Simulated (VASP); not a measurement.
The system is GaN.

```xyz
2
Lattice="0.0000 2.1525 2.1525 2.1525 0.0000 2.1525 2.1525 2.1525 0.0000" Properties=species:S:1:pos:R:3 pbc="T T T"
Ga    0.0000    0.0000    0.0000
N     3.2287    3.2287    3.2287
```

This cell differs from its parent crystal: strain -4.3%.

Base run:

```yaml
Program: VASP 6.6.1
Functional: r2SCAN
Potentials_or_basis: VASP PAW PBE potentials, release 64 (Ga_d, N)
Cutoff: 520 eV
k_mesh: 10 × 10 × 10
Occupations: gaussian, width 0.01 eV
Spin: no spin polarisation
```

Its results: band gap on the k mesh 3.03 eV, direct; pressure 36.1 GPa.

The run is repeated on the same cell with these changes: functional from r2SCAN to PBE; occupations from gaussian, width 0.01 eV to fermi-dirac, width 0.02 eV. What comes out?

Band gap on the k mesh 2.61 eV, direct; pressure 40.5 GPa.

Caveats: the PAW data sets were made with another functional, which shifts forces and pressure a little (some runs).

